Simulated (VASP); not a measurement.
# CsH (Fm-3m) in VASP: single point with HSE06

Aim: the single point of CsH with HSE06.

Program: VASP 6.6.1. These are calculated values, not measurements. Logs are shortened: lines on timing, memory, paths and dates and some standing lists are left out, and cuts for length are marked.

### 1 The cell of the first run

Symmetry: Fm-3m, No. 225, cubic system. Conventional cell: a = 6.379 Å, b = 6.379 Å, c = 6.379 Å, α = 90.00°, β = 90.00°, γ = 90.00°. Within 4.2 Å of Cs (site symmetry m-3m) lie 6 H at 3.19 Å. Within 4.2 Å of H (site symmetry m-3m) lie 6 Cs at 3.19 Å.

### 2 Single point, HSE06

File POSCAR:

```
CsH
1.0
    0.0000000000      3.1892664561      3.1892664561
    3.1892664561      0.0000000000      3.1892664561
    3.1892664561      3.1892664561      0.0000000000
Cs H
1 1
Direct
    0.0000000000      0.0000000000      0.0000000000
    0.5000000000      0.5000000000      0.5000000000
```

File INCAR.step1:

```
  ALGO = Normal
  EDIFF = 1E-5
  ENCUT = 520
  GGA = PE
  ISIF = 2
  ISMEAR = 0
  LASPH = True
  LCHARG = False
  LREAL = False
  LWAVE = True
  NBANDS = 12
  NELM = 60
  PREC = Accurate
  SIGMA = 0.01
```

File INCAR.step2:

```
  ALGO = Normal
  EDIFF = 1E-6
  ENCUT = 520
  GGA = PE
  HFSCREEN = 0.2079
  ISIF = 2
  ISMEAR = 0
  ISTART = 1
  LASPH = True
  LCHARG = False
  LHFCALC = True
  LREAL = False
  LWAVE = False
  NBANDS = 12
  NELM = 60
  PREC = Accurate
  PRECFOCK = Normal
  SIGMA = 0.01
```

File KPOINTS:

```
k-points
0
Gamma
  4 4 4
```

Potentials or basis: VASP PAW PBE potentials, release 64 (Cs_sv, H).

Run with:

```bash
> cat potpaw_PBE.64/Cs_sv/POTCAR potpaw_PBE.64/H/POTCAR > POTCAR
> cp INCAR.step1 INCAR
> mpirun -np 1 vasp_std > vasp.out
> cp INCAR.step2 INCAR
> mpirun -np 1 vasp_std > vasp.out
```

OUTCAR:

```text
EDIFF = 1E-6
   ENCUT = 520
   GGA = PE
   HFSCREEN = 0.2079
   ISIF = 2
   ISMEAR = 0
   ISTART = 1
   LASPH = True
   LHFCALC = True
   LREAL = False
   NELM = 60
   PREC = Accurate
   PRECFOCK = Normal

 ion  position               nearest neighbor table
   1  0.000  0.000  0.000-
   2  0.500  0.500  0.500-

  LATTYP: Found a face centered cubic cell.
 ALAT       =     6.3785329122

  Lattice vectors:

 A1 = (   0.0000000000,   3.1892664561,   3.1892664561)
 A2 = (   3.1892664561,   0.0000000000,   3.1892664561)
 A3 = (   3.1892664561,   3.1892664561,   0.0000000000)

Analysis of symmetry for initial positions (statically):
=====================================================================
 Subroutine PRICEL returns:
 Original cell was already a primitive cell.

 Routine SETGRP: Setting up the symmetry group for a
 face centered cubic supercell.

 Subroutine GETGRP returns: Found 48 space group operations
 (whereof 48 operations were pure point group operations)
 out of a pool of 48 trial point group operations.

The static configuration has the point symmetry O_h .

Analysis of symmetry for dynamics (positions and initial velocities):
=====================================================================
 Subroutine PRICEL returns:
 Original cell was already a primitive cell.

 Routine SETGRP: Setting up the symmetry group for a
 face centered cubic supercell.

 Subroutine GETGRP returns: Found 48 space group operations
 (whereof 48 operations were pure point group operations)
 out of a pool of 48 trial point group operations.

The dynamic configuration has the point symmetry O_h .

 Subroutine INISYM returns: Found 48 space group operations
 (whereof 48 operations are pure point group operations),
 and found     1 'primitive' translations

----------------------------------------------------------------------------------------

                                     Primitive cell

  volume of cell :      64.8787

  direct lattice vectors                    reciprocal lattice vectors
     0.000000000  3.189266456  3.189266456    -0.156775863  0.156775863  0.156775863
     3.189266456  0.000000000  3.189266456     0.156775863 -0.156775863  0.156775863
     3.189266456  3.189266456  0.000000000     0.156775863  0.156775863 -0.156775863

  length of vectors
     4.510303876  4.510303876  4.510303876     0.271543760  0.271543760  0.271543760

  position of ions in fractional coordinates (direct lattice)
     0.000000000  0.000000000  0.000000000
     0.500000000  0.500000000  0.500000000

  ion indices of the primitive-cell ions
   primitive index   ion index
                 1           1
                 2           2

----------------------------------------------------------------------------------------

 KPOINTS: k-points

Automatic generation of k-mesh.
 Grid dimensions read from file:
 generate k-points for:    4    4    4

 Generating k-lattice:

  Cartesian coordinates                     Fractional coordinates (reciprocal lattice)
    -0.039193966  0.039193966  0.039193966     0.250000000  0.000000000  0.000000000
     0.039193966 -0.039193966  0.039193966     0.000000000  0.250000000  0.000000000
     0.039193966  0.039193966 -0.039193966     0.000000000  0.000000000  0.250000000

  Length of vectors
     0.067885940  0.067885940  0.067885940

  Shift w.r.t. Gamma in fractional coordinates (k-lattice)
     0.000000000  0.000000000  0.000000000

 Subroutine IBZKPT returns following result:
 ===========================================

 Found      8 irreducible k-points:

 Following reciprocal coordinates:
            Coordinates               Weight
  0.000000  0.000000  0.000000      1.000000
  0.250000  0.000000  0.000000      8.000000
  0.500000  0.000000  0.000000      4.000000
  0.250000  0.250000  0.000000      6.000000
  0.500000  0.250000  0.000000     24.000000
 -0.250000  0.250000  0.000000     12.000000
  0.500000  0.500000  0.000000      3.000000
 -0.250000  0.500000  0.250000      6.000000
   k-points           NKPTS =      8   k-points in BZ     NKDIM =     64   number of bands    NBANDS=     12
   number of dos      NEDOS =    301   number of ions     NIONS =      2
   total plane-waves  NPLWV =  46656
   dimension x,y,z NGX =    36 NGY =   36 NGZ =   36
   dimension x,y,z NGXF=    72 NGYF=   72 NGZF=   72
   ions per type =               1   1
   NGX,Y,Z   is equivalent  to a cutoff of  13.27, 13.27, 13.27 a.u.
   NGXF,Y,Z  is equivalent  to a cutoff of  26.54, 26.54, 26.54 a.u.
 SYSTEM =  unknown system
   PREC   = accura    normal or accurate (medium, high low for compatibility)
   ISTART =      1    job   : 0-new  1-cont  2-samecut
   ICHARG =      0    charge: 1-file 2-atom 10-const
   ISPIN  =      1    spin polarized calculation?
   LNONCOLLINEAR =      F non collinear calculations
   LSORBIT =      F    spin-orbit coupling
   LASPH  =      T    aspherical Exc in radial PAW
   ENCUT  =  520.0 eV  38.22 Ry    6.18 a.u.   8.39  8.39  8.39*2*pi/ulx,y,z
   NELM   =     60;   NELMIN=  2; NELMDL=  0     # of ELM steps
   EDIFF  = 0.1E-05   stopping-criterion for ELM
   LREAL  =      F    real-space projection
   EDIFFG = 0.1E-04   stopping-criterion for IOM
   NSW    =      0    number of steps for IOM
   IBRION =     -1    ionic relax: 0-MD 1-quasi-New 2-CG
   NFREE  =      0    steps in history (QN), initial steepest desc. (CG)
   ISIF   =      2    stress and relaxation
   ISYM   =      3    0-nonsym 1-usesym 2-fastsym
   POTIM  = 0.5000    time-step for ionic-motion
   TEBEG  =    0.0;   TEEND  =   0.0 temperature during run
   PSTRESS=    0.0 pullay stress
   NELECT =      10.0000    total number of electrons
   NUPDOWN=      -1.0000    fix difference up-down
   EMIN   =  10.00;   EMAX   =-10.00  energy-range for DOS
   EFERMI =   0.00;   METHOD = LEGACY
   ISMEAR =     0;   SIGMA  =   0.01  broadening in eV -4-tet -1-fermi 0-gaus
   EFERMI_NEDOS =   21; number of points for ismear=-14 and -15
   IALGO  =     38    algorithm
   IMIX   =      1    mixing-type and parameters
     AMIX     =   0.40;   BMIX     =  1.00
     AMIX_MAG =   1.60;   BMIX_MAG =  1.00
  volume/ion in A,a.u.               =      32.44       218.91
  Fermi-wavevector in a.u.,A,eV,Ry     =   0.877756  1.658719 10.482695  0.770456
  Thomas-Fermi vector in A             =   1.997749
   LORBIT       =      0    0 simple, 1 ext, 2 COOP (PROOUT), +10 PAW based schemes
   GGA     = PE    functional components
   LHFCALC =     T    Hartree Fock is set to
   PRECFOCK=normal    Normal, Fast or Accurate (Low or Medium for compatibility)
   ENCUT4O =  -1.0   cutoff for four orbital integrals eV
   NKREDX  =     1    reduce k-point grid by
   NKREDY  =     1    reduce k-point grid by
   NKREDZ  =     1    reduce k-point grid by
   AEXX    =    0.2500 exact exchange contribution
   HFSCREEN=    0.2079 screening length (either q_TF or 0.3 A-1)
   HFSCREENC=   0.2079 screening length for correlation (either q_TF or 0.3 A-1)
   ENCUTFOCK=  -1.0 apply spherical cutoff to Coloumb kernel
   IVDW    =     0    specifies the selected vdW correction
   LEPSILON=     F    determine dielectric tensor
   LRPA    =     F    only Hartree local field effects (RPA)
 non-spin polarized calculation
 Gauss-broadening in eV      SIGMA  =   0.01
  energy-cutoff  :      520.00
  volume of cell :       64.88
 maximum number of plane-waves:      1807
 NGX is ok and might be reduce to    36
  NGX = 28; NGY = 28; NGZ = 28

 number of electron       9.9999999 magnetization

 Free energy of the ion-electron system (eV)
  ---------------------------------------------------
  ext. energy  EPLUGINS =         0.00000000
  ---------------------------------------------------
  free energy    TOTEN  =        -5.20237409 eV

  energy without entropy =       -5.20237409  energy(sigma->0) =       -5.20237409

 E-fermi :  -0.4482     XC(G=0):  -6.0757

 val. band max:       -0.5647869258   @ k =   0.5000   0.0000   0.0000
 cond. band min:       2.6813038027   @ k =   0.5000   0.0000   0.0000
 fundamental gap:      3.2460907285
 Fermi energy:        -0.4481543950

 k-point     1 :       0.0000    0.0000    0.0000
  band No.  band energies     occupation
      1     -23.4644      2.00000
      2      -8.8994      2.00000
      3      -8.8994      2.00000
      4      -8.8994      2.00000
      5      -2.3377      2.00000
      6       5.7877      0.00000
      7       5.7877      0.00000
      8       5.7877      0.00000
      9       6.4172      0.00000
     10       7.6457      0.00000
     11       7.6457      0.00000
     12       9.4452      0.00000

 k-point     2 :       0.2500    0.0000    0.0000
  band No.  band energies     occupation
      1     -23.4219      2.00000
      2      -9.3780      2.00000
      3      -8.9481      2.00000
      4      -8.9481      2.00000
      5      -1.4889      2.00000
      6       4.0709      0.00000
      7       5.8105      0.00000
      8       5.8105      0.00000
      9       6.4782      0.00000
     10       7.3826      0.00000
     11       7.3826      0.00000
     12      11.6485      0.00000

 k-point     3 :       0.5000    0.0000    0.0000
  band No.  band energies     occupation
      1     -23.3788      2.00000
      2      -9.7889      2.00000
      3      -8.9956      2.00000
      4      -8.9956      2.00000
      5      -0.5648      2.00000
      6       2.6813      0.00000
      7       5.2919      0.00000
      8       5.2919      0.00000
      9       7.8944      0.00000
     10       9.0716      0.00000
     11       9.0716      0.00000
     12      10.4485      0.00000

 k-point     4 :       0.2500    0.2500    0.0000
  band No.  band energies     occupation
      1     -23.4082      2.00000
      2      -9.3368      2.00000
      3      -9.0415      2.00000
      4      -9.0415      2.00000
      5      -1.5866      2.00000
      6       4.4153      0.00000
      7       4.8108      0.00000
      8       6.6569      0.00000
      9       6.6569      0.00000
     10       7.6876      0.00000
     11       8.2712      0.00000
     12      11.6794      0.00000

 k-point     5 :       0.5000    0.2500    0.0000
  band No.  band energies     occupation
      1     -23.3655      2.00000
      2      -9.6017      2.00000
      3      -9.2168      2.00000
      4      -9.0886      2.00000
      5      -1.2056      2.00000
      6       3.7712      0.00000
      7       4.9881      0.00000
      8       6.3725      0.00000
      9       7.3680      0.00000
     10       9.2524      0.00000
     11       9.5397      0.00000
     12      10.1289      0.00000

 k-point     6 :      -0.2500    0.2500    0.0000
  band No.  band energies     occupation
      1     -23.3794      2.00000
      2      -9.5481      2.00000
      3      -9.2314      2.00000
      4      -8.9968      2.00000
      5      -1.0091      2.00000
      6       3.7223      0.00000
      7       4.6496      0.00000
      8       5.9734      0.00000
      9       7.2768      0.00000
     10       8.3965      0.00000
     11       9.5184      0.00000
     12      10.6849      0.00000

 k-point     7 :       0.5000    0.5000    0.0000
  band No.  band energies     occupation
      1     -23.3520      2.00000
      2      -9.6271      2.00000
      3      -9.1783      2.00000
      4      -9.1783      2.00000
      5      -1.7822      2.00000
      6       3.6298      0.00000
      7       6.1084      0.00000
      8       8.7139      0.00000
      9       8.9316      0.00000
     10       8.9316      0.00000
     11       9.1676      0.00000
     12       9.6414      0.00000

 k-point     8 :      -0.2500    0.5000    0.2500
  band No.  band energies     occupation
      1     -23.3515      2.00000
      2      -9.4109      2.00000
      3      -9.4109      2.00000
      4      -9.2358      2.00000
      5      -1.3304      2.00000
      6       4.6740      0.00000
      7       4.6740      0.00000
      8       5.7618      0.00000
      9       9.0916      0.00000
     10       9.6256      0.00000
     11       9.6256      0.00000
     12       9.6563      0.00000

------------------------ aborting loop because EDIFF is reached ----------------------------------------

  FORCE on cell =-STRESS in cart. coord.  units (eV):
  Direction    XX          YY          ZZ          XY          YZ          ZX
  --------------------------------------------------------------------------------------
  -------------------------------------------------------------------------------------
  Total        0.0446806      0.0446806      0.0446806     -0.0000000      0.0000000      0.0000000
  in kB        1.1033860      1.1033860      1.1033860     -0.0000000      0.0000000      0.0000000
  external PRESSURE =       1.1033860 kB  Pullay stress =       0.0000000 kB

 VOLUME and BASIS-vectors are now :
 -----------------------------------------------------------------------------
  energy-cutoff  :      520.00
  volume of cell :       64.88
      direct lattice vectors                 reciprocal lattice vectors
     0.000000000  3.189266456  3.189266456    -0.156775863  0.156775863  0.156775863
     3.189266456  0.000000000  3.189266456     0.156775863 -0.156775863  0.156775863
     3.189266456  3.189266456  0.000000000     0.156775863  0.156775863 -0.156775863

 POSITION                                       TOTAL-FORCE (eV/Angst)
 -----------------------------------------------------------------------------------
      0.00000      0.00000      0.00000         0.000000     -0.000000     -0.000000
      3.18927      3.18927      3.18927        -0.000000      0.000000      0.000000
 -----------------------------------------------------------------------------------
    total drift:                                0.000000      0.000000      0.000000

  FREE ENERGIE OF THE ION-ELECTRON SYSTEM (eV)
  ---------------------------------------------------
  free  energy   TOTEN  =        -5.2023740903 eV

  energy  without entropy=       -5.2023740903  energy(sigma->0) =       -5.20237409
```

It took 5.4 min on 1 thread of Intel Xeon 8259CL, shared host; peak memory 0.31 GiB.

What came out:

| Quantity | Value |
| --- | --- |
| Free energy | -5.2024 eV |
| Pressure | 0.1 GPa |
| Band gap on the k mesh | 3.25 eV |

Caveat: the k points lie up to 0.43 Å⁻¹ apart; the PAW data sets were made with another functional, which shifts forces and pressure a little; spin-orbit coupling is left out, which moves the levels of the heavy elements.
